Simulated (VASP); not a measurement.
# Ag in VASP: settings compared

The runs below take Ag through single point, with LDA, r2SCAN+rVV10+U, PBEsol.

All numbers are computed with VASP 6.6.1; they aren't measurements. Logs are shortened: lines on timing, memory, paths and dates and some standing lists are left out, and cuts for length are marked.

## Step 1: The cell of the first run

It takes space group Fm-3m (No. 225, cubic). The conventional cell has a = 4.085 Å, b = 4.085 Å, c = 4.085 Å, α = 90.00°, β = 90.00°, γ = 90.00°. Ag (site symmetry m-3m) has 12 Ag at 2.89 Å within 3.8 Å.

## Step 2: Single point, LDA, non-collinear spin, zero start, spin-orbit coupling

INCAR reads:

```
SYSTEM = Ag
PREC     = Accurate       ! precision mode
ENCUT    = 520            ! plane-wave cutoff, eV
EDIFF    = 1E-6           ! SCF threshold, eV
ISMEAR   = 1              ! smearing method
SIGMA    = 0.1            ! smearing width, eV
LREAL    = .FALSE.        ! projectors in reciprocal space
LASPH    = .TRUE.         ! aspherical terms in the spheres
NELM     = 150            ! most SCF steps
ALGO     = Normal         ! electronic algorithm
ISIF     = 2              ! what is computed and relaxed
LWAVE    = .FALSE.        ! write WAVECAR
LCHARG   = .FALSE.        ! write CHGCAR
MAGMOM   = 0 0 0          ! initial moments
LORBIT   = 11             ! projections on sites
LSORBIT  = .TRUE.         ! spin-orbit coupling
GGA_COMPAT= .FALSE.      
LORBMOM  = .TRUE.       
LMAXMIX  = 4              ! l up to which the mixer works
GGA      = CA             ! functional
NBANDS   = 22             ! bands
```

KPOINTS reads:

```
Automatic mesh
0
G
  8 8 8
  0 0 0
```

POSCAR reads:

```
Ag
1.0
    0.0000000000      2.0427500000      2.0427500000
    2.0427500000      0.0000000000      2.0427500000
    2.0427500000      2.0427500000      0.0000000000
Ag
1
Direct
    0.0000000000      0.0000000000      0.0000000000
```

Potentials or basis: VASP PAW LDA potentials, release 64 (Ag).

Started as:

```
cat potpaw_LDA.64/Ag/POTCAR > POTCAR
mpirun -np 1 vasp_ncl > vasp.out
```

OUTCAR:

```text
SYSTEM = Ag
   PREC = Accurate
   ENCUT = 520
   EDIFF = 1E-6
   ISMEAR = 1
   LREAL = .FALSE.
   LASPH = .TRUE.
   NELM = 150
   ISIF = 2
   LORBIT = 11
   LSORBIT = .TRUE.
   GGA = CA

 ion  position               nearest neighbor table
   1  0.000  0.000  0.000-

  LATTYP: Found a face centered cubic cell.
 ALAT       =     4.0855000000

  Lattice vectors:

 A1 = (   0.0000000000,   2.0427500000,   2.0427500000)
 A2 = (   2.0427500000,   0.0000000000,   2.0427500000)
 A3 = (   2.0427500000,   2.0427500000,   0.0000000000)

Analysis of symmetry for initial positions (statically):
=====================================================================
 Subroutine PRICEL returns:
 Original cell was already a primitive cell.

 Routine SETGRP: Setting up the symmetry group for a
 face centered cubic supercell.

 Subroutine GETGRP returns: Found 48 space group operations
 (whereof 48 operations were pure point group operations)
 out of a pool of 48 trial point group operations.

The static configuration has the point symmetry O_h .

Analysis of symmetry for dynamics (positions and initial velocities):
=====================================================================
 Subroutine PRICEL returns:
 Original cell was already a primitive cell.

 Routine SETGRP: Setting up the symmetry group for a
 face centered cubic supercell.

 Subroutine GETGRP returns: Found 48 space group operations
 (whereof 48 operations were pure point group operations)
 out of a pool of 48 trial point group operations.

The dynamic configuration has the point symmetry O_h .

Analysis of structural, dynamic, and magnetic symmetry:
=====================================================================
 Subroutine PRICEL returns:
 Original cell was already a primitive cell.

 Routine SETGRP: Setting up the symmetry group for a
 face centered cubic supercell.

 Subroutine GETGRP returns: Found 48 space group operations
 (whereof 48 operations were pure point group operations)
 out of a pool of 48 trial point group operations.

The overall configuration has the point symmetry O_h .

 Subroutine INISYM returns: Found 48 space group operations
 (whereof 48 operations are pure point group operations),
 and found     1 'primitive' translations

----------------------------------------------------------------------------------------

                                     Primitive cell

  volume of cell :      17.0481

  direct lattice vectors                    reciprocal lattice vectors
     0.000000000  2.042750000  2.042750000    -0.244768082  0.244768082  0.244768082
     2.042750000  0.000000000  2.042750000     0.244768082 -0.244768082  0.244768082
     2.042750000  2.042750000  0.000000000     0.244768082  0.244768082 -0.244768082

  length of vectors
     2.888884755  2.888884755  2.888884755     0.423950755  0.423950755  0.423950755

  position of ions in fractional coordinates (direct lattice)
     0.000000000  0.000000000  0.000000000

  ion indices of the primitive-cell ions
   primitive index   ion index
                 1           1

----------------------------------------------------------------------------------------

 KPOINTS: Automatic mesh

Automatic generation of k-mesh.
 Grid dimensions read from file:
 generate k-points for:    8    8    8

 Generating k-lattice:

  Cartesian coordinates                     Fractional coordinates (reciprocal lattice)
    -0.030596010  0.030596010  0.030596010     0.125000000  0.000000000  0.000000000
     0.030596010 -0.030596010  0.030596010     0.000000000  0.125000000  0.000000000
     0.030596010  0.030596010 -0.030596010     0.000000000  0.000000000  0.125000000

  Length of vectors
     0.052993844  0.052993844  0.052993844

  Shift w.r.t. Gamma in fractional coordinates (k-lattice)
     0.000000000  0.000000000  0.000000000

[... 41 lines left out ...]
   PREC   = accura    normal or accurate (medium, high low for compatibility)
   ISTART =      0    job   : 0-new  1-cont  2-samecut
   ICHARG =      2    charge: 1-file 2-atom 10-const
   ISPIN  =      1    spin polarized calculation?
   LNONCOLLINEAR =      T non collinear calculations
   LSORBIT =      T    spin-orbit coupling
   LASPH  =      T    aspherical Exc in radial PAW
   ENCUT  =  520.0 eV  38.22 Ry    6.18 a.u.   5.37  5.37  5.37*2*pi/ulx,y,z
   NELM   =    150;   NELMIN=  2; NELMDL= -5     # of ELM steps
   EDIFF  = 0.1E-05   stopping-criterion for ELM
   LREAL  =      F    real-space projection
   EDIFFG = 0.1E-04   stopping-criterion for IOM
   NSW    =      0    number of steps for IOM
   IBRION =     -1    ionic relax: 0-MD 1-quasi-New 2-CG
   NFREE  =      0    steps in history (QN), initial steepest desc. (CG)
   ISIF   =      2    stress and relaxation
   ISYM   =      2    0-nonsym 1-usesym 2-fastsym
   POTIM  = 0.5000    time-step for ionic-motion
   TEBEG  =    0.0;   TEEND  =   0.0 temperature during run
   PSTRESS=    0.0 pullay stress
   NELECT =      11.0000    total number of electrons
   NUPDOWN=      -1.0000    fix difference up-down
   EMIN   =  10.00;   EMAX   =-10.00  energy-range for DOS
   EFERMI =   0.00;   METHOD = LEGACY
   ISMEAR =     1;   SIGMA  =   0.10  broadening in eV -4-tet -1-fermi 0-gaus
   EFERMI_NEDOS =   21; number of points for ismear=-14 and -15
   IALGO  =     38    algorithm
   IMIX   =      4    mixing-type and parameters
     AMIX     =   0.40;   BMIX     =  1.00
     AMIX_MAG =   1.60;   BMIX_MAG =  1.00
  volume/ion in A,a.u.               =      17.05       115.05
  Fermi-wavevector in a.u.,A,eV,Ry     =   1.414644  2.673290 27.228221  2.001218
  Thomas-Fermi vector in A             =   2.536165
   LORBIT       =     11    0 simple, 1 ext, 2 COOP (PROOUT), +10 PAW based schemes
   GGA     = CA    functional components
   LHFCALC =     F    Hartree Fock is set to
   AEXX    =    0.0000 exact exchange contribution
   IVDW    =     0    specifies the selected vdW correction
   LEPSILON=     F    determine dielectric tensor
   LRPA    =     F    only Hartree local field effects (RPA)
 Methfessel and Paxton  Order N= 1 SIGMA  =   0.10
  energy-cutoff  :      520.00
  volume of cell :       17.05
 maximum number of plane-waves:       954
 NGX is ok and might be reduce to    24
   NGX = 11   NGY = 11   NGZ = 11

 number of electron      11.0000000 magnetization       0.0000000      0.0000000      0.0000000

 number of electron      10.9999999 magnetization       0.0000000     -0.0000000      0.0000000

 number of electron      10.9999999 magnetization      -0.0000000      0.0000000     -0.0000000

 Free energy of the ion-electron system (eV)
  ---------------------------------------------------
  ext. energy  EPLUGINS =         0.00000000
  ---------------------------------------------------
  free energy    TOTEN  =        -3.75520055 eV

  energy without entropy =       -3.75404687  energy(sigma->0) =       -3.75481599

 E-fermi :   7.9275     XC(G=0): -12.5841

 val. band max:        7.8804474161   @ k =   0.5000   0.2500   0.1250
 cond. band min:       8.3523955374   @ k =   0.5000   0.3750   0.1250
 fundamental gap:      0.4719481214
 Fermi energy:         7.9275285564

 k-point     1 :       0.0000    0.0000    0.0000
  band No.  band energies     occupation
      1       0.3198      1.00000
      2       0.3198      1.00000
      3       3.2012      1.00000
      4       3.2012      1.00000
      5       3.2012      1.00000
      6       3.2012      1.00000
[... 589 lines left out ...]
     21      31.3845      0.00000
     22      31.3845      0.00000

 [... further k-points ...]
[... 5 lines left out ...]
  --------------------------------------------------------------------------------------
  -------------------------------------------------------------------------------------
  Total       -0.7110014     -0.7110014     -0.7110014     -0.0000000     -0.0000000     -0.0000000
  in kB      -66.8198306    -66.8198306    -66.8198306     -0.0000000     -0.0000000     -0.0000000
  external PRESSURE =     -66.8198306 kB  Pullay stress =       0.0000000 kB

 VOLUME and BASIS-vectors are now :
 -----------------------------------------------------------------------------
  energy-cutoff  :      520.00
  volume of cell :       17.05
      direct lattice vectors                 reciprocal lattice vectors
     0.000000000  2.042750000  2.042750000    -0.244768082  0.244768082  0.244768082
     2.042750000  0.000000000  2.042750000     0.244768082 -0.244768082  0.244768082
     2.042750000  2.042750000  0.000000000     0.244768082  0.244768082 -0.244768082

 POSITION                                       TOTAL-FORCE (eV/Angst)
 -----------------------------------------------------------------------------------
      0.00000      0.00000      0.00000         0.000000      0.000000     -0.000000
 -----------------------------------------------------------------------------------
    total drift:                               -0.000000      0.000000     -0.000000

  FREE ENERGIE OF THE ION-ELECTRON SYSTEM (eV)
  ---------------------------------------------------
  free  energy   TOTEN  =        -3.7552005504 eV

  energy  without entropy=       -3.7540468701  energy(sigma->0) =       -3.75481599

 orbital moment (x)

 # of ion     p       d       tot
 ----------------------------------------
  1        -0.000   0.000   0.000
 ----------------------------------------
           -0.000   0.000   0.000

 orbital moment (y)

 # of ion     p       d       tot
 ----------------------------------------
  1        -0.000   0.000   0.000
 ----------------------------------------
           -0.000   0.000   0.000

 orbital moment (z)

 # of ion     p       d       tot
 ----------------------------------------
  1         0.000   0.000   0.000
 ----------------------------------------
            0.000   0.000   0.000

 Spin-Orbit-Coupling matrix elements

 Ion:    1  E_soc:     -0.0565006
 l=   1
     0.0000000    -0.0020900    -0.0020900
    -0.0020900     0.0000000    -0.0020900
    -0.0020900    -0.0020900     0.0000000
 l=   2
     0.0000000    -0.0015536     0.0000000    -0.0015536    -0.0057731
    -0.0015536     0.0000000    -0.0043298    -0.0015536    -0.0014433
     0.0000000    -0.0043298     0.0000000    -0.0043298     0.0000000
    -0.0015536    -0.0015536    -0.0043298     0.0000000    -0.0014433
    -0.0057731    -0.0014433     0.0000000    -0.0014433     0.0000000
 l=   3
     0.0000000     0.0000000     0.0000000     0.0000000     0.0000000     0.0000000     0.0000000
     0.0000000     0.0000000     0.0000000     0.0000000     0.0000000     0.0000000     0.0000000
     0.0000000     0.0000000     0.0000000     0.0000000     0.0000000     0.0000000     0.0000000
     0.0000000     0.0000000     0.0000000     0.0000000     0.0000000     0.0000000     0.0000000
     0.0000000     0.0000000     0.0000000     0.0000000     0.0000000     0.0000000     0.0000000
     0.0000000     0.0000000     0.0000000     0.0000000     0.0000000     0.0000000     0.0000000
     0.0000000     0.0000000     0.0000000     0.0000000     0.0000000     0.0000000     0.0000000

 total charge

# of ion       s       p       d       tot
------------------------------------------
    1        0.427   0.302   9.144   9.873

 magnetization (x)

# of ion       s       p       d       tot
------------------------------------------
    1        0.000   0.000  -0.000   0.000

 magnetization (y)

# of ion       s       p       d       tot
------------------------------------------
    1        0.000   0.000  -0.000   0.000

 magnetization (z)

# of ion       s       p       d       tot
------------------------------------------
    1        0.000  -0.000  -0.000   0.000
```

Wall time 9.1 s (1 thread of Intel Xeon 6975P-C (Granite Rapids), shared host); peak memory 0.17 GiB.

Results:

- Free energy: -3.7552 eV
- Pressure: -6.7 GPa
- Net moment: 0.00 μB per cell
- Valence electrons inside the program's atomic spheres: Ag 9.87

Moments on the atoms (μB; x, y, z):
```
Ag  0.00 0.00 0.00
```

## Step 3: Single point, r2SCAN+rVV10+U (the cell strained at random)

POSCAR reads:

```
Ag
1.0
   -0.0403880000      2.0841720000      2.0527140000
    2.0116240000      0.0176180000      1.9947070000
    2.0357300000      2.0502710000     -0.0064870000
Ag
1
Direct
   -0.0021910000      0.0098180000     -0.0082890000
```

INCAR.step1 reads:

```
SYSTEM = Ag
ALGO     = Normal         ! electronic algorithm
EDIFF    = 1E-4           ! SCF threshold, eV
ENCUT    = 520            ! plane-wave cutoff, eV
GGA      = PE             ! functional
ISMEAR   = 0              ! smearing method
LASPH    = .True.         ! aspherical terms in the spheres
LCHARG   = .False.        ! write CHGCAR
LDAU     = .True.         ! DFT+U
LDAUJ    = 0            
LDAUL    = 2              ! shell
LDAUTYPE = 2            
LDAUU    = 4.5            ! U, eV
LMAXMIX  = 4              ! l up to which the mixer works
LREAL    = .False.        ! projectors in reciprocal space
LWAVE    = .True.         ! write WAVECAR
NBANDS   = 12             ! bands
NELM     = 150            ! most SCF steps
PREC     = Accurate       ! precision mode
SIGMA    = 0.01           ! smearing width, eV
```

INCAR.step2 reads:

```
SYSTEM = Ag
ALGO     = Normal         ! electronic algorithm
BPARAM   = 11.95        
CPARAM   = 0.0093       
EDIFF    = 1E-6           ! SCF threshold, eV
ENCUT    = 520            ! plane-wave cutoff, eV
ISIF     = 2              ! what is computed and relaxed
ISMEAR   = 0              ! smearing method
ISTART   = 1            
IVDW_NL  = 2            
LASPH    = .True.         ! aspherical terms in the spheres
LCHARG   = .True.         ! write CHGCAR
LDAU     = .True.         ! DFT+U
LDAUJ    = 0            
LDAUL    = 2              ! shell
LDAUPRINT= 1            
LDAUTYPE = 2            
LDAUU    = 4.5            ! U, eV
LELF     = .True.         ! ELF
LMAXMIX  = 4              ! l up to which the mixer works
LMIXTAU  = .True.       
LREAL    = .False.        ! projectors in reciprocal space
LUSE_VDW = .True.       
LVHAR    = .True.       
LWAVE    = .False.        ! write WAVECAR
METAGGA  = R2SCAN         ! meta-GGA
NBANDS   = 12             ! bands
NELM     = 150            ! most SCF steps
PREC     = Accurate       ! precision mode
SIGMA    = 0.01           ! smearing width, eV
```

KPOINTS reads:

```
k-points
0
Gamma
  11 11 11
  0 0 0
```

Potentials or basis: VASP PAW PBE potentials, release 64 (Ag).

Started as:

```
cat potpaw_PBE.64/Ag/POTCAR > POTCAR
cp INCAR.step1 INCAR
mpirun -np 1 vasp_std > vasp.out
cp INCAR.step2 INCAR
mpirun -np 1 vasp_std > vasp.out
```

Wall time 2.3 min (1 thread of Intel Xeon 6975P-C (Granite Rapids), shared host); peak memory 0.33 GiB.

Results (log left out):

| Quantity | Value |
| --- | --- |
| Free energy | -19.5894 eV |
| Pressure | -1.5 GPa |

Stress tensor (GPa, compression positive):
```
-1.51  0.02  1.10
 0.02 -2.19 -0.69
 1.10 -0.69 -0.92
```

Levels at points of the mesh, in eV from the Fermi level:
```csv
k point,band 1,band 2,band 3,band 4,band 5,band 6,band 7,band 8,band 9,band 10
"(0.00, 0.00, 0.00)",-7.84,-6.87,-6.77,-6.60,-5.77,-5.69,16.63,19.69,20.45,21.09
```

Eigenvalues of the final occupation matrices:
```csv
site,spin,trace,eigenvalues
site 1 d,1,4.71,0.94 0.94 0.94 0.95 0.95
site 1 d,2,4.71,0.94 0.94 0.94 0.95 0.95
```

Caveat: the cell differs from its parent crystal (the cell strained at random); the PAW data sets were made with another functional, which shifts forces and pressure a little; U without spin polarisation on a metal has little footing; the U is typed as a test and isn't derived for this compound.

## Step 4: Single point, PBEsol

INCAR reads:

```
SYSTEM = Ag
  PREC = Accurate
  ENCUT = 520
  EDIFF = 1E-6
  ISMEAR = -1
  SIGMA = 0.05
  LREAL = .FALSE.
  LASPH = .TRUE.
  NELM = 100
  ALGO = Normal
  ISIF = 2
  LWAVE = .FALSE.
  LCHARG = .FALSE.
  GGA = PS
  NBANDS = 12
```

KPOINTS reads:

```
regular mesh
0
G
  8 8 8
  0 0 0
```

POSCAR reads:

```
Ag
1.0
    0.0000000000      2.0427500000      2.0427500000
    2.0427500000      0.0000000000      2.0427500000
    2.0427500000      2.0427500000      0.0000000000
Ag
1
Direct
    0.0000000000      0.0000000000      0.0000000000
```

Started as:

```
cat potpaw_PBE.64/Ag/POTCAR > POTCAR
mpirun -np 1 vasp_std > vasp.out
```

Run time: 12 s. Hardware: 1 thread of AMD EPYC 7R43 (Zen 3), shared host; peak memory 0.11 GiB.

Results (log left out):

```
Free energy : -3.2771 eV
Pressure    : -2.2 GPa
```

Levels at points of the mesh, in eV from the Fermi level:
```csv
k point,band 4,band 5,band 6,band 7,band 8,band 9
"(0.00, 0.00, 0.00)",-4.57,-3.52,-3.52,16.18,19.75,19.75
"(0.50, 0.00, 0.00)",-2.72,-2.72,-0.27,3.78,15.41,18.01
"(0.50, 0.50, 0.00)",-2.52,-2.52,1.73,6.91,10.80,10.80
```

Caveat: the PAW data sets were made with another functional, which shifts forces and pressure a little.

## Step 5: Summary

| level | potentials or basis | spin | U | cell | k mesh | smearing | gap on the mesh (eV) | pressure (GPa) |
| --- | --- | --- | --- | --- | --- | --- | --- | --- |
| LDA | VASP PAW LDA potentials, release 64 (Ag) | non-collinear, zero start, SOC | - | a = 2.889 Å, angles 60.0°, 1 atom | 8 × 8 × 8 | methfessel-paxton 0.1 eV | - | -6.7 |
| r2SCAN+rVV10+U | VASP PAW PBE potentials, release 64 (Ag) | off | Ag d U = 4.5 eV | a = 2.926, b = 2.833, c = 2.889 Å, angles 59.8, 60.4, 60.7°, 1 atom | 11 × 11 × 11 | gaussian 0.01 eV | none | -1.5 |
| PBEsol | VASP PAW PBE potentials, release 64 (Ag) | off | - | a = 2.889 Å, angles 60.0°, 1 atom | 8 × 8 × 8 | fermi-dirac 0.05 eV | none | -2.2 |

Alike in all rows: task single point; cutoff (eV) 520.

Caveats: the PAW data sets were made with another functional, which shifts forces and pressure a little (some runs); U without spin polarisation on a metal has little footing (some runs); the U is typed as a test and isn't derived for this compound (some runs).

Total energies depend on the potentials used, so only differences within one code and one set of settings carry meaning.
